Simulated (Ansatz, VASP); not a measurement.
# One calculation of Cu, two programs

```
Cu
1.0
     0.00000    1.75918    1.75918
     1.75918    0.00000    1.75918
     1.75918    1.75918    0.00000
Cu
1
Direct
  0.00000 0.00000 0.00000
```

Alike in both runs: functional LDA; k mesh 28 × 28 × 28; occupations fermi-dirac, width 0.15 eV; no spin polarisation.

Ansatz relaxed the structure, and its values are those at the end. VASP's run is a single point on that final structure, the one shown.

|  | VASP | Ansatz |
| --- | --- | --- |
| version | VASP 6.6.1 | Ansatz 0.2.0 |
| potentials or method | VASP PAW LDA potentials, release 64 (Cu_sv_GW), cutoff 700 eV | scalar-relativistic, plane waves, PAW |
| valence electrons in the cell | 19 | 19 |

Ansatz gave:

* gap on the k mesh at the Fermi level (eV): none
* pressure (GPa): 0.0

Q: Which values does VASP return?

A: gap on the k mesh at the Fermi level (eV): none; pressure (GPa): -4.3.

Ansatz warns that its potentials were made for another functional, while VASP's fit it. LDA's correlation is that of Perdew and Zunger in VASP and of Perdew and Wang (1992) in Ansatz. A gap of «none» marks a metal or a gap that the smearing closes. One of these differences is far larger than is usual between the two programs; its cause wasn't traced.
